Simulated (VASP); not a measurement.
# Al4As3N (P-43m) in VASP: a series of runs

The runs below take Al4As3N through single point, relaxation of cell and atoms, with PBE.

All numbers are computed with VASP 6.6.1; they aren't measurements. Logs are shortened: lines on timing, memory, paths and dates and some standing lists are left out, and cuts for length are marked.

## (1) The cell of the first run

The structure is cubic, space group P-43m (No. 215). The conventional cell has a = 5.374 Å, b = 5.374 Å, c = 5.374 Å, α = 90.00°, β = 90.00°, γ = 90.00°. Within 2.7 Å of N (site symmetry -43m) lie 4 Al at 2.02 Å. Al (site symmetry 3m) has 1 N at 2.02 Å and 3 As at 2.45 Å within 2.7 Å. Within 3.2 Å of As (site symmetry -42m) lie 4 Al at 2.45 Å.

## (2) Single point, PBE

Input file INCAR:

```
SYSTEM = Al4As3N
PREC = Accurate
ENCUT = 520
EDIFF = 1E-6
ISMEAR = -1
SIGMA = 0.02
LREAL = .FALSE.
LASPH = .TRUE.
NELM = 60
ALGO = Normal
ISIF = 2
LWAVE = .FALSE.
LCHARG = .FALSE.
GGA = PE
NBANDS = 26
```

Input file KPOINTS:

```
regular mesh
0
G
  4 4 4
  0 0 0
```

Input file POSCAR:

```
Al4As3N
1.0
    5.3739905623      0.0000000000      0.0000000000
    0.0000000000      5.3739905623      0.0000000000
    0.0000000000      0.0000000000      5.3739905623
N Al As
1 4 3
Direct
    0.0000000000      0.0000000000      0.0000000000
    0.7829285814      0.7829285814      0.7829285814
    0.2170714186      0.2170714186      0.7829285814
    0.2170714186      0.7829285814      0.2170714186
    0.7829285814      0.2170714186      0.2170714186
    0.5000000000      0.5000000000      0.0000000000
    0.5000000000      0.0000000000      0.5000000000
    0.0000000000      0.5000000000      0.5000000000
```

Potentials or basis: VASP PAW PBE potentials, release 64 (N, Al, As).

Launch:

```bash
cat potpaw_PBE.64/N/POTCAR potpaw_PBE.64/Al/POTCAR potpaw_PBE.64/As/POTCAR > POTCAR
mpirun -np 1 vasp_std > vasp.out
```

OUTCAR:

```text
SYSTEM = Al4As3N
   PREC = Accurate
   ENCUT = 520
   EDIFF = 1E-6
   ISMEAR = -1
   LREAL = .FALSE.
   LASPH = .TRUE.
   NELM = 60
   ISIF = 2
   GGA = PE

 ion  position               nearest neighbor table
   1  0.000  0.000  0.000-   2 2.02   3 2.02   4 2.02   5 2.02
   2  0.783  0.783  0.783-   1 2.02   6 2.45   7 2.45   8 2.45   3 3.30   4 3.30   5 3.30
   3  0.217  0.217  0.783-   1 2.02   6 2.45   7 2.45   8 2.45   2 3.30   4 3.30   5 3.30
   4  0.217  0.783  0.217-   1 2.02   6 2.45   7 2.45   8 2.45   2 3.30   3 3.30   5 3.30
   5  0.783  0.217  0.217-   1 2.02   6 2.45   7 2.45   8 2.45   2 3.30   3 3.30   4 3.30
   6  0.500  0.500  0.000-   2 2.45   3 2.45   4 2.45   5 2.45
   7  0.500  0.000  0.500-   2 2.45   3 2.45   4 2.45   5 2.45
   8  0.000  0.500  0.500-   2 2.45   3 2.45   4 2.45   5 2.45

  LATTYP: Found a simple cubic cell.
 ALAT       =     5.3739905623

  Lattice vectors:

 A1 = (   5.3739905623,   0.0000000000,   0.0000000000)
 A2 = (   0.0000000000,   5.3739905623,   0.0000000000)
 A3 = (   0.0000000000,   0.0000000000,   5.3739905623)

Analysis of symmetry for initial positions (statically):
=====================================================================
 Subroutine PRICEL returns:
 Original cell was already a primitive cell.

 Routine SETGRP: Setting up the symmetry group for a
 simple cubic supercell.

 Subroutine GETGRP returns: Found 24 space group operations
 (whereof 24 operations were pure point group operations)
 out of a pool of 48 trial point group operations.

The static configuration has the point symmetry T_d .

Analysis of symmetry for dynamics (positions and initial velocities):
=====================================================================
 Subroutine PRICEL returns:
 Original cell was already a primitive cell.

 Routine SETGRP: Setting up the symmetry group for a
 simple cubic supercell.

 Subroutine GETGRP returns: Found 24 space group operations
 (whereof 24 operations were pure point group operations)
 out of a pool of 48 trial point group operations.

The dynamic configuration has the point symmetry T_d .

 Subroutine INISYM returns: Found 24 space group operations
 (whereof 24 operations are pure point group operations),
 and found     1 'primitive' translations

----------------------------------------------------------------------------------------

                                     Primitive cell

  volume of cell :     155.1996

  direct lattice vectors                    reciprocal lattice vectors
     5.373990562  0.000000000  0.000000000     0.186081458  0.000000000  0.000000000
     0.000000000  5.373990562  0.000000000     0.000000000  0.186081458  0.000000000
     0.000000000  0.000000000  5.373990562     0.000000000  0.000000000  0.186081458

  length of vectors
     5.373990562  5.373990562  5.373990562     0.186081458  0.186081458  0.186081458

  position of ions in fractional coordinates (direct lattice)
     0.000000000  0.000000000  0.000000000
     0.782928581  0.782928581  0.782928581
     0.217071419  0.217071419  0.782928581
     0.217071419  0.782928581  0.217071419
     0.782928581  0.217071419  0.217071419
     0.500000000  0.500000000  0.000000000
     0.500000000  0.000000000  0.500000000
     0.000000000  0.500000000  0.500000000

  ion indices of the primitive-cell ions
   primitive index   ion index
                 1           1
                 2           2
                 3           3
                 4           4
                 5           5
                 6           6
                 7           7
                 8           8

----------------------------------------------------------------------------------------

 KPOINTS: regular mesh

Automatic generation of k-mesh.
 Grid dimensions read from file:
 generate k-points for:    4    4    4

 Generating k-lattice:

  Cartesian coordinates                     Fractional coordinates (reciprocal lattice)
     0.046520365  0.000000000  0.000000000     0.250000000  0.000000000  0.000000000
     0.000000000  0.046520365  0.000000000     0.000000000  0.250000000  0.000000000
     0.000000000  0.000000000  0.046520365     0.000000000  0.000000000  0.250000000

  Length of vectors
     0.046520365  0.046520365  0.046520365

  Shift w.r.t. Gamma in fractional coordinates (k-lattice)
     0.000000000  0.000000000  0.000000000

 Subroutine IBZKPT returns following result:
 ===========================================

 Found     10 irreducible k-points:

 Following reciprocal coordinates:
            Coordinates               Weight
  0.000000  0.000000  0.000000      1.000000
  0.250000  0.000000  0.000000      6.000000
  0.500000  0.000000  0.000000      3.000000
  0.250000  0.250000  0.000000     12.000000
  0.500000  0.250000  0.000000     12.000000
  0.500000  0.500000  0.000000      3.000000
  0.250000  0.250000  0.250000      8.000000
  0.500000  0.250000  0.250000     12.000000
[... 84 lines left out ...]
     25       9.8546      0.00000
     26       9.8546      0.00000

 k-point     2 :       0.2500    0.0000    0.0000
  band No.  band energies     occupation
      1     -10.1334      2.00000
      2      -6.7764      2.00000
      3      -5.4661      2.00000
      4      -5.0515      2.00000
      5      -1.0620      2.00000
      6      -1.0620      2.00000
[... 18 lines left out ...]
     25      10.3436      0.00000
     26      10.3436      0.00000

 k-point     3 :       0.5000    0.0000    0.0000
  band No.  band energies     occupation
      1     -10.1036      2.00000
      2      -6.5952      2.00000
      3      -5.8778      2.00000
      4      -5.0166      2.00000
      5      -0.8391      2.00000
      6      -0.8391      2.00000
[... 18 lines left out ...]
     25       9.9058      0.00000
     26      10.9681      0.00000

 k-point     4 :       0.2500    0.2500    0.0000
  band No.  band energies     occupation
      1     -10.1099      2.00000
      2      -6.6420      2.00000
      3      -5.5621      2.00000
      4      -5.2490      2.00000
      5      -0.9568      2.00000
      6      -0.7539      2.00000
[... 18 lines left out ...]
     25      10.2422      0.00000
     26      10.9761      0.00000

 k-point     5 :       0.5000    0.2500    0.0000
  band No.  band energies     occupation
      1     -10.0858      2.00000
      2      -6.4011      2.00000
      3      -5.8990      2.00000
      4      -5.2888      2.00000
      5      -0.9271      2.00000
      6      -0.7436      2.00000
[... 18 lines left out ...]
     25      10.5201      0.00000
     26      10.7161      0.00000

 k-point     6 :       0.5000    0.5000    0.0000
  band No.  band energies     occupation
      1     -10.0676      2.00000
      2      -5.9219      2.00000
      3      -5.9219      2.00000
      4      -5.8472      2.00000
      5      -0.7420      2.00000
      6      -0.6431      2.00000
[... 18 lines left out ...]
     25      10.9458      0.00000
     26      11.0295      0.00000

 k-point     7 :       0.2500    0.2500    0.2500
  band No.  band energies     occupation
      1     -10.0909      2.00000
      2      -6.5020      2.00000
      3      -5.4985      2.00000
      4      -5.4985      2.00000
      5      -1.0749      2.00000
      6      -1.0749      2.00000
[... 18 lines left out ...]
     25      10.5394      0.00000
     26      11.1834      0.00000

 k-point     8 :       0.5000    0.2500    0.2500
  band No.  band energies     occupation
      1     -10.0715      2.00000
      2      -6.2346      2.00000
      3      -5.8713      2.00000
      4      -5.4302      2.00000
      5      -1.3722      2.00000
      6      -1.0672      2.00000
[... 18 lines left out ...]
     25      10.1487      0.00000
     26      10.2869      0.00000

 k-point     9 :       0.5000    0.5000    0.2500
  band No.  band energies     occupation
      1     -10.0571      2.00000
      2      -5.8436      2.00000
      3      -5.8436      2.00000
      4      -5.8034      2.00000
      5      -1.4409      2.00000
      6      -1.3073      2.00000
[... 18 lines left out ...]
     25      10.1893      0.00000
     26      10.4053      0.00000

 k-point    10 :       0.5000    0.5000    0.5000
  band No.  band energies     occupation
      1     -10.0465      2.00000
      2      -5.7576      2.00000
      3      -5.7576      2.00000
      4      -5.7576      2.00000
      5      -1.7762      2.00000
      6      -1.7762      2.00000
[... 18 lines left out ...]
     25       9.8516      0.00000
     26      10.3278      0.00000

------------------------ aborting loop because EDIFF is reached ----------------------------------------

  FORCE on cell =-STRESS in cart. coord.  units (eV):
  Direction    XX          YY          ZZ          XY          YZ          ZX
  --------------------------------------------------------------------------------------
  -------------------------------------------------------------------------------------
  Total        0.1691751      0.1691751      0.1691751      0.0000000      0.0000000      0.0000000
  in kB        1.7464508      1.7464508      1.7464508      0.0000000      0.0000000      0.0000000
  external PRESSURE =       1.7464508 kB  Pullay stress =       0.0000000 kB

 VOLUME and BASIS-vectors are now :
 -----------------------------------------------------------------------------
  energy-cutoff  :      520.00
  volume of cell :      155.20
      direct lattice vectors                 reciprocal lattice vectors
     5.373990562  0.000000000  0.000000000     0.186081458  0.000000000  0.000000000
     0.000000000  5.373990562  0.000000000     0.000000000  0.186081458  0.000000000
     0.000000000  0.000000000  5.373990562     0.000000000  0.000000000  0.186081458

 POSITION                                       TOTAL-FORCE (eV/Angst)
 -----------------------------------------------------------------------------------
      0.00000      0.00000      0.00000        -0.000000     -0.000000     -0.000000
      4.20745      4.20745      4.20745         0.014906      0.014906      0.014906
      1.16654      1.16654      4.20745        -0.014906     -0.014906      0.014906
      1.16654      4.20745      1.16654        -0.014906      0.014906     -0.014906
      4.20745      1.16654      1.16654         0.014906     -0.014906     -0.014906
      2.68700      2.68700      0.00000        -0.000000      0.000000     -0.000000
      2.68700      0.00000      2.68700        -0.000000     -0.000000     -0.000000
      0.00000      2.68700      2.68700        -0.000000      0.000000     -0.000000
 -----------------------------------------------------------------------------------
    total drift:                               -0.000000     -0.000000      0.000000

  FREE ENERGIE OF THE ION-ELECTRON SYSTEM (eV)
  ---------------------------------------------------
  free  energy   TOTEN  =       -41.1590303484 eV

  energy  without entropy=      -41.1570189006  energy(sigma->0) =      -41.15802462
```

Wall time 31 s (1 thread of Intel Xeon Platinum 8488C (Sapphire Rapids), shared host); peak memory 0.24 GiB.

What came out:

| Quantity | Value |
| --- | --- |
| Free energy | -41.1590 eV |
| Pressure | 0.2 GPa |
| Largest force | 0.026 eV/Å |
| Band gap on the k mesh | zero (band 16 reaches 4.98 eV, above the bottom of band 17 at 4.88 eV) |

Forces in eV/Å, atoms in the order of the input:
```
N    0.000  0.000  0.000
Al   0.015  0.015  0.015
Al  -0.015 -0.015  0.015
Al  -0.015  0.015 -0.015
Al   0.015 -0.015 -0.015
As   0.000  0.000  0.000
As   0.000  0.000  0.000
As   0.000  0.000  0.000
```

## (3) Single point, PBE

This run uses another cell than the first one, of 18.92 Å³/atom, 0.975 times its volume.

Input file INCAR:

```
SYSTEM = Al4As3N
PREC = Accurate
ENCUT = 520
EDIFF = 1E-6
ISMEAR = -1
SIGMA = 0.02
LREAL = .False.
LASPH = .True.
NELM = 60
ALGO = Normal
ISIF = 2
LWAVE = .False.
LCHARG = .True.
GGA = PE
LELF = .True.
LVHAR = .True.
NBANDS = 26
```

Input file KPOINTS:

```
regular mesh
0
Gamma
  6 6 6
  0 0 0
```

Input file POSCAR:

```
Al4As3N
1.0
    5.3291201925      0.0000000000      0.0000000000
    0.0000000000      5.3291201925      0.0000000000
    0.0000000000      0.0000000000      5.3291201925
N Al As
1 4 3
Direct
    0.0000000000      0.0000000000      0.0000000000
    0.7819284783      0.7819284783      0.7819284783
    0.2180715217      0.2180715217      0.7819284783
    0.2180715217      0.7819284783      0.2180715217
    0.7819284783      0.2180715217      0.2180715217
    0.5000000000      0.5000000000      0.0000000000
    0.5000000000      0.0000000000      0.5000000000
    0.0000000000      0.5000000000      0.5000000000
```

Potentials or basis: VASP PAW PBE potentials, release 64 (N, Al, As).

Launch:

```bash
cat potpaw_PBE.64/N/POTCAR potpaw_PBE.64/Al/POTCAR potpaw_PBE.64/As/POTCAR > POTCAR
mpirun -np 1 vasp_std > vasp.out
```

Run time: 46 s. Hardware: 1 thread of Intel Xeon Platinum 8488C (Sapphire Rapids), shared host; peak memory 0.26 GiB.

It converged, with:

```
Free energy            : -41.1358 eV
Pressure               : 2.4 GPa
Largest force          : 0.154 eV/Å
Band gap on the k mesh : zero (band 16 reaches 5.19 eV, above the bottom of band 17 at 5.17 eV)
```

Forces on the atoms (eV/Å):
```
N    0.000  0.000  0.000
Al   0.089  0.089  0.089
Al  -0.089 -0.089  0.089
Al  -0.089  0.089 -0.089
Al   0.089 -0.089 -0.089
As   0.000  0.000  0.000
As   0.000  0.000  0.000
As   0.000  0.000  0.000
```

Levels at points of the mesh, in eV from the Fermi level:
```tsv
k point	band 13	band 14	band 15	band 16	band 17	band 18	band 19	band 20
(0.00, 0.00, 0.00)	-2.60	-0.19	-0.19	-0.19	-0.03	0.44	0.44	2.35
(0.50, 0.00, 0.00)	-2.64	-2.47	-1.05	-1.05	1.93	2.10	2.87	3.91
(0.50, 0.50, 0.00)	-2.44	-2.44	-1.06	-0.15	2.06	3.01	3.58	3.58
(0.50, 0.50, 0.50)	-0.93	-0.93	-0.01	-0.01	0.00	2.95	2.95	2.95
```

## (4) Relaxation of cell and atoms, PBE

This run uses another cell than the first one, of 16.60 Å³/atom, 0.856 times its volume.

Input file INCAR:

```
SYSTEM = Al4As3N
  PREC = Accurate
  ENCUT = 600
  EDIFF = 1E-6
  ISMEAR = -1
  SIGMA = 0.02
  LREAL = .FALSE.
  LASPH = .TRUE.
  NELM = 100
  ALGO = Normal
  ISIF = 3
  LWAVE = .FALSE.
  LCHARG = .FALSE.
  GGA = PE
  IBRION = 2
  NSW = 80
  EDIFFG = -0.005
```

Input file KPOINTS:

```
regular mesh
0
G
  4 4 4
  0 0 0
```

Input file POSCAR:

```
Al4As3N
1.0
    5.1022752689      0.0000000000      0.0000000000
    0.0000000000      5.1022752689      0.0000000000
    0.0000000000      0.0000000000      5.1022752689
N Al As
1 4 3
Direct
    0.0000000000      0.0000000000      0.0000000000
    0.7500000000      0.7500000000      0.7500000000
    0.2500000000      0.2500000000      0.7500000000
    0.2500000000      0.7500000000      0.2500000000
    0.7500000000      0.2500000000      0.2500000000
    0.5000000000      0.5000000000      0.0000000000
    0.5000000000      0.0000000000      0.5000000000
    0.0000000000      0.5000000000      0.5000000000
```

Launch:

```bash
cat potpaw_PBE.64/N/POTCAR potpaw_PBE.64/Al/POTCAR potpaw_PBE.64/As/POTCAR > POTCAR
mpirun -np 1 vasp_std > vasp.out
```

It took 3.2 min on 1 thread of Intel Xeon Platinum 8488C (Sapphire Rapids), shared host; peak memory 0.27 GiB.

It converged, with:

```
Free energy                            : -41.1573 eV
Relaxed volume                         : 19.45 Å³/atom
Relaxed cell                           : a = 5.378 Å, b = 5.378 Å, c = 5.378 Å, α = 90.00°, β = 90.00°, γ = 90.00°
Space group after relaxing (to 0.05 Å) : P-43m (No. 215)
Energy gained by relaxing              : 567.4 meV/atom
Ionic steps                            : 11
Pressure after relaxing                : 0.0 GPa
Band gap on the k mesh                 : zero (band 16 reaches 4.97 eV, above the bottom of band 17 at 4.86 eV)
```

The path:
| step | energy change (eV) | largest force (eV/Å) | pressure (GPa) | volume (Å³) |
| --- | --- | --- | --- | --- |
| 1 | 0.0000 | 5.0200 | 27.52 | 132.83 |
| 2 | -2.7160 | 0.2833 | -11.63 | 195.54 |
| 3 | -3.8759 | 1.4578 | -4.41 | 168.55 |
| 4 | -3.8799 | 1.5425 | -3.82 | 167.24 |
| 5 | -3.8791 | 1.5916 | -3.47 | 166.50 |
| 6 | -4.3917 | 0.8659 | -1.58 | 159.62 |
| 7 | -4.5346 | 0.0668 | 0.88 | 153.95 |
| 8 | -4.5348 | 0.1048 | 0.76 | 154.19 |
| 9 | -4.5386 | 0.0352 | -0.31 | 156.07 |
| 10 | -4.5393 | 0.0070 | -0.01 | 155.54 |
| 11 | -4.5393 | 0.0045 | -0.03 | 155.57 |

Final structure:
```yaml
crystal:
  lattice:
    - [5.37825, 0.00000, 0.00000]
    - [0.00000, 5.37825, 0.00000]
    - [0.00000, 0.00000, 5.37825]
  atoms:
    - { symbol: N, position: [0.00000, 0.00000, 0.00000] }
    - { symbol: Al, position: [0.78307, 0.78307, 0.78307] }
    - { symbol: Al, position: [0.21693, 0.21693, 0.78307] }
    - { symbol: Al, position: [0.21693, 0.78307, 0.21693] }
    - { symbol: Al, position: [0.78307, 0.21693, 0.21693] }
    - { symbol: As, position: [0.50000, 0.50000, 0.00000] }
    - { symbol: As, position: [0.50000, 0.00000, 0.50000] }
    - { symbol: As, position: [0.00000, 0.50000, 0.50000] }
```

Levels at points of the mesh, in eV from the Fermi level:
| k point | band 12 | band 13 | band 14 | band 15 | band 16 | band 17 | band 18 | band 19 | band 20 | band 21 |
| --- | --- | --- | --- | --- | --- | --- | --- | --- | --- | --- |
| (0.00, 0.00, 0.00) | -2.52 | -2.52 | -0.17 | -0.17 | -0.17 | -0.09 | 0.46 | 0.46 | 2.33 | 2.33 |
| (0.50, 0.00, 0.00) | -2.57 | -2.57 | -2.39 | -0.99 | -0.99 | 1.88 | 2.08 | 2.81 | 3.84 | 3.90 |
| (0.50, 0.50, 0.00) | -2.57 | -2.39 | -2.39 | -1.04 | -0.11 | 1.98 | 2.90 | 3.58 | 3.58 | 4.34 |
| (0.50, 0.50, 0.50) | -0.91 | -0.91 | -0.91 | -0.06 | 0.02 | 0.02 | 2.80 | 2.80 | 2.80 | 4.18 |

Caveat: the volume moved by over 15 % at a fixed basis, so the end points are rough.

## (5) The runs side by side

| task | cell | k mesh | cutoff (eV) | gap on the mesh (eV) | pressure (GPa) | largest force (eV/Å) |
| --- | --- | --- | --- | --- | --- | --- |
| single point | a = 5.374 Å, 8 atoms | 4 × 4 × 4 | 520 | none | 0.2 | 0.03 |
| single point | a = 5.329 Å, 8 atoms | 6 × 6 × 6 | 520 | none | 2.4 | 0.15 |
| relaxation of cell and atoms | relaxed from a = 5.102 Å, 8 atoms | 4 × 4 × 4 | 600 | none | 0.0 | - |

Alike in all rows: level PBE; potentials or basis VASP PAW PBE potentials, release 64 (N, Al, As); no spin polarisation; smearing fermi-dirac 0.02 eV.

Caveats: the volume moved by over 15 % at a fixed basis, so the end points are rough (some runs).

Total energies depend on the potentials used, so only differences within one code and one set of settings carry meaning.
